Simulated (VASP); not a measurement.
# V (P6_3/mmc) in VASP: a series of runs

V is run at these levels: r2SCAN; tasks: single point.

All numbers are computed with VASP 6.6.1; they aren't measurements. Logs are shortened: lines on timing, memory, paths and dates and some standing lists are left out, and cuts for length are marked.

**1. The cell of the first run**

It takes space group P6_3/mmc (No. 194, hexagonal). Conventional cell: a = 2.601 Å, b = 2.601 Å, c = 4.663 Å, α = 90.00°, β = 90.00°, γ = 120.00°. V (site symmetry -6m2) has 12 V at 2.60 to 2.77 Å within 3.4 Å.

This isn't the form of V at room conditions, which is bcc.

**2. Single point, r2SCAN**

Input file POSCAR:

```
V
1.0
    2.6010989985      0.0000000000      0.0000000000
   -1.3005494993      2.2526178105      0.0000000000
    0.0000000000      0.0000000000      4.6633048767
V
2
Direct
    0.3333333333      0.6666666667      0.2500000000
    0.6666666667      0.3333333333      0.7500000000
```

Input file INCAR.step1:

```
SYSTEM = V
PREC = Accurate
ENCUT = 520
ISMEAR = -1
SIGMA = 0.1
LREAL = .False.
LASPH = .True.
NELM = 60
NBANDS = 20
GGA = PE
ALGO = Normal
EDIFF = 1E-4
LWAVE = .True.
LCHARG = .False.
```

Input file INCAR.step2:

```
SYSTEM = V
PREC = Accurate
ENCUT = 520
EDIFF = 1E-6
ISMEAR = -1
SIGMA = 0.1
LREAL = .False.
LASPH = .True.
NELM = 60
ALGO = Normal
ISIF = 2
LWAVE = .False.
LCHARG = .False.
METAGGA = R2SCAN
LMIXTAU = .True.
NBANDS = 20
ISTART = 1
```

Input file KPOINTS:

```
regular mesh
0
Gamma
  13 13 7
  0 0 0
```

Potentials or basis: VASP PAW PBE potentials, release 64 (V_sv).

Started as:

```sh
cat potpaw_PBE.64/V_sv/POTCAR > POTCAR
cp INCAR.step1 INCAR
mpirun -np 1 vasp_std > vasp.out
cp INCAR.step2 INCAR
mpirun -np 1 vasp_std > vasp.out
```

OUTCAR:

```text
SYSTEM = V
   PREC = Accurate
   ENCUT = 520
   EDIFF = 1E-6
   ISMEAR = -1
   LREAL = .False.
   LASPH = .True.
   NELM = 60
   ISIF = 2
   METAGGA = R2SCAN
   ISTART = 1

 ion  position               nearest neighbor table
   1  0.333  0.667  0.250-   2 2.77   2 2.77   2 2.77   2 2.77   2 2.77   2 2.77
   2  0.667  0.333  0.750-   1 2.77   1 2.77   1 2.77   1 2.77   1 2.77   1 2.77

  LATTYP: Found a hexagonal cell.
 ALAT       =     2.6010989985
 C/A-ratio  =     1.7928209881

  Lattice vectors:

 A1 = (   2.6010989985,   0.0000000000,   0.0000000000)
 A2 = (  -1.3005494993,   2.2526178105,   0.0000000000)
 A3 = (   0.0000000000,   0.0000000000,   4.6633048767)

Analysis of symmetry for initial positions (statically):
=====================================================================
 Subroutine PRICEL returns:
 Original cell was already a primitive cell.

 Routine SETGRP: Setting up the symmetry group for a
 hexagonal supercell.

 Subroutine GETGRP returns: Found 24 space group operations
 (whereof 12 operations were pure point group operations)
 out of a pool of 24 trial point group operations.

The static configuration has the point symmetry D_3d.
 The point group associated with its full space group is D_6h.

Analysis of symmetry for dynamics (positions and initial velocities):
=====================================================================
 Subroutine PRICEL returns:
 Original cell was already a primitive cell.

 Routine SETGRP: Setting up the symmetry group for a
 hexagonal supercell.

 Subroutine GETGRP returns: Found 24 space group operations
 (whereof 12 operations were pure point group operations)
 out of a pool of 24 trial point group operations.

The dynamic configuration has the point symmetry D_3d.
 The point group associated with its full space group is D_6h.

 Subroutine INISYM returns: Found 24 space group operations
 (whereof 12 operations are pure point group operations),
 and found     1 'primitive' translations

----------------------------------------------------------------------------------------

                                     Primitive cell

  volume of cell :      27.3236

  direct lattice vectors                    reciprocal lattice vectors
     2.601098998  0.000000000  0.000000000     0.384452880  0.221963974  0.000000000
    -1.300549499  2.252617810  0.000000000     0.000000000  0.443927947  0.000000000
     0.000000000  0.000000000  4.663304877     0.000000000  0.000000000  0.214440193

  length of vectors
     2.601098998  2.601098999  4.663304877     0.443927947  0.443927947  0.214440193

  position of ions in fractional coordinates (direct lattice)
     0.333333333  0.666666667  0.250000000
     0.666666667  0.333333333  0.750000000

  ion indices of the primitive-cell ions
   primitive index   ion index
                 1           1
                 2           2

----------------------------------------------------------------------------------------

 KPOINTS: regular mesh

Automatic generation of k-mesh.
 Grid dimensions read from file:
 generate k-points for:   13   13    7

 Generating k-lattice:

  Cartesian coordinates                     Fractional coordinates (reciprocal lattice)
     0.029573298  0.017074152  0.000000000     0.076923077  0.000000000  0.000000000
     0.000000000  0.034148304  0.000000000     0.000000000  0.076923077  0.000000000
     0.000000000  0.000000000  0.030634313     0.000000000  0.000000000  0.142857143

  Length of vectors
     0.034148304  0.034148304  0.030634313

  Shift w.r.t. Gamma in fractional coordinates (k-lattice)
     0.000000000  0.000000000  0.000000000

 Subroutine IBZKPT returns following result:
 ===========================================

 Found     84 irreducible k-points:

 Following reciprocal coordinates:
            Coordinates               Weight
  0.000000  0.000000  0.000000      1.000000
  0.076923  0.000000  0.000000      6.000000
  0.153846  0.000000  0.000000      6.000000
  0.230769 -0.000000  0.000000      6.000000
  0.307692  0.000000  0.000000      6.000000
  0.384615 -0.000000  0.000000      6.000000
[... 16 lines left out ...]
  0.076923  0.000000  0.142857     12.000000
  0.153846  0.000000  0.142857     12.000000
 [... further k-points ...]
   k-points           NKPTS =     84   k-points in BZ     NKDIM =     84   number of bands    NBANDS=     20
   number of dos      NEDOS =    301   number of ions     NIONS =      2
   total plane-waves  NPLWV =  14400
   dimension x,y,z NGX =    20 NGY =   20 NGZ =   36
   dimension x,y,z NGXF=    40 NGYF=   40 NGZF=   72
   ions per type =               2
   NGX,Y,Z   is equivalent  to a cutoff of  12.78, 12.78, 12.83 a.u.
   NGXF,Y,Z  is equivalent  to a cutoff of  25.57, 25.57, 25.67 a.u.
 SYSTEM =  V
   PREC   = accura    normal or accurate (medium, high low for compatibility)
   ISTART =      1    job   : 0-new  1-cont  2-samecut
   ICHARG =      0    charge: 1-file 2-atom 10-const
   ISPIN  =      1    spin polarized calculation?
   LNONCOLLINEAR =      F non collinear calculations
   LSORBIT =      F    spin-orbit coupling
   LASPH  =      T    aspherical Exc in radial PAW
   ENCUT  =  520.0 eV  38.22 Ry    6.18 a.u.   4.84  4.84  8.67*2*pi/ulx,y,z
   NELM   =     60;   NELMIN=  2; NELMDL=  0     # of ELM steps
   EDIFF  = 0.1E-05   stopping-criterion for ELM
   LREAL  =      F    real-space projection
   EDIFFG = 0.1E-04   stopping-criterion for IOM
   NSW    =      0    number of steps for IOM
   IBRION =     -1    ionic relax: 0-MD 1-quasi-New 2-CG
   NFREE  =      0    steps in history (QN), initial steepest desc. (CG)
   ISIF   =      2    stress and relaxation
   ISYM   =      2    0-nonsym 1-usesym 2-fastsym
   POTIM  = 0.5000    time-step for ionic-motion
   TEBEG  =    0.0;   TEEND  =   0.0 temperature during run
   PSTRESS=    0.0 pullay stress
   NELECT =      26.0000    total number of electrons
   NUPDOWN=      -1.0000    fix difference up-down
   EMIN   =  10.00;   EMAX   =-10.00  energy-range for DOS
   EFERMI =   0.00;   METHOD = LEGACY
   ISMEAR =    -1;   SIGMA  =   0.10  broadening in eV -4-tet -1-fermi 0-gaus
   EFERMI_NEDOS =   21; number of points for ismear=-14 and -15
   IALGO  =     38    algorithm
   IMIX   =      4    mixing-type and parameters
     AMIX     =   0.40;   BMIX     =  1.00
     AMIX_MAG =   1.60;   BMIX_MAG =  1.00
  volume/ion in A,a.u.               =      13.66        92.19
  Fermi-wavevector in a.u.,A,eV,Ry     =   1.610225  3.042884 35.277516  2.592824
  Thomas-Fermi vector in A             =   2.705809
   LORBIT       =      0    0 simple, 1 ext, 2 COOP (PROOUT), +10 PAW based schemes
   METAGGA = R2SCAN    functional components
   LHFCALC =     F    Hartree Fock is set to
   AEXX    =    0.0000 exact exchange contribution
   IVDW    =     0    specifies the selected vdW correction
   LEPSILON=     F    determine dielectric tensor
   LRPA    =     F    only Hartree local field effects (RPA)
 non-spin polarized calculation
  energy-cutoff  :      520.00
  volume of cell :       27.32
 maximum number of plane-waves:       750
 NGX is ok and might be reduce to    20
   NGX =  9   NGY =  9   NGZ = 17

 number of electron      26.0000014 magnetization

 Free energy of the ion-electron system (eV)
  ---------------------------------------------------
  ext. energy  EPLUGINS =         0.00000000
  ---------------------------------------------------
  free energy    TOTEN  =       -27.77836002 eV

  energy without entropy =      -27.66934977  energy(sigma->0) =      -27.72385489

 E-fermi :   9.8914     XC(G=0): -13.9579

 val. band max:        9.8784143079   @ k =   0.3846  -0.0000   0.0000
 cond. band min:       9.9047029084   @ k =   0.3077   0.0000   0.4286
 fundamental gap:      0.0262886006
 Fermi energy:         9.8914288655

 k-point     1 :       0.0000    0.0000    0.0000
  band No.  band energies     occupation
      1     -56.7505      2.00000
      2     -56.6246      2.00000
      3     -29.7415      2.00000
      4     -29.0220      2.00000
      5     -28.9345      2.00000
      6     -28.9345      2.00000
[... 12 lines left out ...]
     19      13.0705      0.00000
     20      13.0706      0.00000

 k-point     2 :       0.0769    0.0000    0.0000
  band No.  band energies     occupation
      1     -56.7391      2.00000
      2     -56.6165      2.00000
      3     -29.7239      2.00000
      4     -29.0234      2.00000
      5     -28.9874      2.00000
      6     -28.9486      2.00000
[... 12 lines left out ...]
     19      13.1021      0.00000
     20      13.5363      0.00000

 k-point     3 :       0.1538    0.0000    0.0000
  band No.  band energies     occupation
      1     -56.7072      2.00000
      2     -56.5941      2.00000
      3     -29.6737      2.00000
      4     -29.1341      2.00000
      5     -29.0690      2.00000
      6     -29.0288      2.00000
[... 12 lines left out ...]
     19      13.1589      0.00000
     20      14.5852      0.00000

 k-point     4 :       0.2308   -0.0000    0.0000
  band No.  band energies     occupation
      1     -56.6612      2.00000
      2     -56.5632      2.00000
      3     -29.5982      2.00000
      4     -29.3408      2.00000
      5     -29.2694      2.00000
      6     -29.0407      2.00000
[... 12 lines left out ...]
     19      13.1958      0.00000
     20      15.8918      0.00000

 k-point     5 :       0.3077    0.0000    0.0000
  band No.  band energies     occupation
      1     -56.6105      2.00000
      2     -56.5316      2.00000
      3     -29.5591      2.00000
      4     -29.5092      2.00000
      5     -29.4759      2.00000
      6     -29.0942      2.00000
[... 12 lines left out ...]
     19      13.2046      0.00000
     20      17.3154      0.00000

 k-point     6 :       0.3846   -0.0000    0.0000
  band No.  band energies     occupation
      1     -56.5659      2.00000
      2     -56.5075      2.00000
      3     -29.7385      2.00000
      4     -29.6432      2.00000
      5     -29.4220      2.00000
      6     -29.1387      2.00000
[... 12 lines left out ...]
     19      13.1972      0.00000
     20      17.8545      0.00000

 k-point     7 :       0.4615    0.0000    0.0000
  band No.  band energies     occupation
      1     -56.5385      2.00000
      2     -56.4960      2.00000
      3     -29.8390      2.00000
      4     -29.7363      2.00000
      5     -29.3607      2.00000
      6     -29.1635      2.00000
[... 12 lines left out ...]
     19      14.1492      0.00000
     20      16.5603      0.00000
[... 277 lines left out ...]
 k-point    20 :       0.3846    0.2308    0.0000
  band No.  band energies     occupation
      1     -56.5084      2.00000
      2     -56.4883      2.00000
      3     -29.7111      2.00000
      4     -29.6157      2.00000
      5     -29.4092      2.00000
      6     -29.3000      2.00000
[... 12 lines left out ...]
     19      16.3685      0.00000
     20      17.7510      0.00000

 k-point    21 :       0.3077    0.3077    0.0000
  band No.  band energies     occupation
      1     -56.5007      2.00000
      2     -56.4888      2.00000
      3     -29.6421      2.00000
      4     -29.5661      2.00000
      5     -29.4831      2.00000
      6     -29.3925      2.00000
[... 12 lines left out ...]
     19      16.8093      0.00000
     20      18.7447      0.00000

 k-point    22 :       0.0000    0.0000    0.1429
  band No.  band energies     occupation
      1     -56.7443      2.00000
      2     -56.6310      2.00000
      3     -29.7070      2.00000
      4     -29.0588      2.00000
      5     -28.9313      2.00000
      6     -28.9312      2.00000
[... 12 lines left out ...]
     19      13.0449      0.00000
     20      13.0449      0.00000

 k-point    23 :       0.0769    0.0000    0.1429
  band No.  band energies     occupation
      1     -56.7331      2.00000
      2     -56.6226      2.00000
      3     -29.6908      2.00000
      4     -29.0623      2.00000
      5     -28.9836      2.00000
      6     -28.9452      2.00000
[... 12 lines left out ...]
     19      13.0690      0.00000
     20      13.4025      0.00000

 k-point    24 :       0.1538    0.0000    0.1429
  band No.  band energies     occupation
      1     -56.7016      2.00000
      2     -56.5998      2.00000
      3     -29.6453      2.00000
      4     -29.1308      2.00000
      5     -29.1027      2.00000
      6     -29.0284      2.00000
[... 12 lines left out ...]
     19      13.1093      0.00000
     20      14.2132      0.00000

 [... further k-points ...]

------------------------ aborting loop because EDIFF is reached ----------------------------------------

  FORCE on cell =-STRESS in cart. coord.  units (eV):
  Direction    XX          YY          ZZ          XY          YZ          ZX
  --------------------------------------------------------------------------------------
  -------------------------------------------------------------------------------------
  Total        0.1087332      0.1087332      0.1088160     -0.0000000      0.0000000      0.0000000
  in kB        6.3757977      6.3757977      6.3806509     -0.0000000      0.0000000      0.0000000
  external PRESSURE =       6.3774154 kB  Pullay stress =       0.0000000 kB

 VOLUME and BASIS-vectors are now :
 -----------------------------------------------------------------------------
  energy-cutoff  :      520.00
  volume of cell :       27.32
      direct lattice vectors                 reciprocal lattice vectors
     2.601098998  0.000000000  0.000000000     0.384452880  0.221963974  0.000000000
    -1.300549499  2.252617810  0.000000000     0.000000000  0.443927947  0.000000000
     0.000000000  0.000000000  4.663304877     0.000000000  0.000000000  0.214440193

 POSITION                                       TOTAL-FORCE (eV/Angst)
 -----------------------------------------------------------------------------------
     -0.00000      1.50175      1.16583        -0.000000      0.000000      0.000000
      1.30055      0.75087      3.49748         0.000000     -0.000000      0.000000
 -----------------------------------------------------------------------------------
    total drift:                               -0.000000      0.000000     -0.000000

  FREE ENERGIE OF THE ION-ELECTRON SYSTEM (eV)
  ---------------------------------------------------
  free  energy   TOTEN  =       -27.7783600171 eV

  energy  without entropy=      -27.6693497716  energy(sigma->0) =      -27.72385489
```

Wall time 4.6 min (1 thread of Intel Xeon 8259CL, shared host); peak memory 0.17 GiB.

Results:

| Quantity | Value |
| --- | --- |
| Free energy | -27.7784 eV |
| Pressure | 0.6 GPa |
| Band gap on the k mesh | zero (bands 13 and 14 overlap by 1.73 eV) |

Caveat: the PAW data sets were made with another functional, which shifts forces and pressure a little.

**3. Single point, r2SCAN (12.02 Å³/atom)**

This run uses another cell than the first one, of 12.02 Å³/atom.

Input file POSCAR:

```
V
1.0
    2.4925914783      0.0000000000      0.0000000000
   -1.2462957392      2.1586475415      0.0000000000
    0.0000000000      0.0000000000      4.4687703171
V
2
Direct
    0.3333333333      0.6666666667      0.2500000000
    0.6666666667      0.3333333333      0.7500000000
```

Input file INCAR.step1:

```
SYSTEM = V
PREC = Accurate
ENCUT = 520
ISMEAR = -1
SIGMA = 0.1
LREAL = .FALSE.
LASPH = .TRUE.
NELM = 60
NBANDS = 20
GGA = PE
ALGO = Normal
EDIFF = 1E-4
LWAVE = .TRUE.
LCHARG = .FALSE.
```

Input file INCAR.step2:

```
SYSTEM = V
PREC = Accurate
ENCUT = 520
EDIFF = 1E-6
ISMEAR = -1
SIGMA = 0.1
LREAL = .FALSE.
LASPH = .TRUE.
NELM = 60
ALGO = Normal
ISIF = 2
LWAVE = .FALSE.
LCHARG = .FALSE.
METAGGA = R2SCAN
LMIXTAU = .TRUE.
NBANDS = 20
ISTART = 1
```

Input file KPOINTS:

```
Automatic mesh
0
G
  16 16 8
  0 0 0
```

Potentials or basis: VASP PAW PBE potentials, release 64 (V_sv).

Started as:

```sh
cat potpaw_PBE.64/V_sv/POTCAR > POTCAR
cp INCAR.step1 INCAR
mpirun -np 1 vasp_std > vasp.out
cp INCAR.step2 INCAR
mpirun -np 1 vasp_std > vasp.out
```

Run time: 7.4 min. Hardware: 1 thread of Intel Xeon 8259CL, shared host; peak memory 0.18 GiB.

It converged, with:

```
Free energy            : -27.4851 eV
Pressure               : 30.7 GPa
Band gap on the k mesh : zero (bands 13 and 14 overlap by 2.75 eV)
```

Stress tensor (GPa, compression positive):
```
30.40  0.00  0.00
 0.00 30.40  0.00
 0.00  0.00 31.27
```

Levels at points of the mesh, in eV from the Fermi level:
| k point | band 9 | band 10 | band 11 | band 12 | band 13 | band 14 | band 15 | band 16 | band 17 | band 18 |
| --- | --- | --- | --- | --- | --- | --- | --- | --- | --- | --- |
| (0.00, 0.00, 0.00) | -7.68 | -4.07 | -0.74 | -0.07 | 0.35 | 0.35 | 0.78 | 0.78 | 2.31 | 2.31 |
| (0.50, 0.00, 0.00) | -3.74 | -3.45 | -3.42 | -0.37 | -0.20 | 0.39 | 0.74 | 3.84 | 4.32 | 4.47 |
| (0.00, 0.00, 0.50) | -5.59 | -5.59 | -1.31 | -1.31 | 0.40 | 0.40 | 0.40 | 0.40 | 3.20 | 3.20 |
| (0.50, 0.00, 0.50) | -4.03 | -4.03 | -2.30 | -2.30 | 2.01 | 2.01 | 2.09 | 2.09 | 4.40 | 4.40 |

Caveat: the cell stands under pressure; the PAW data sets were made with another functional, which shifts forces and pressure a little.

The gap in the log of VASP goes by the Fermi energy; the results here count the filled bands.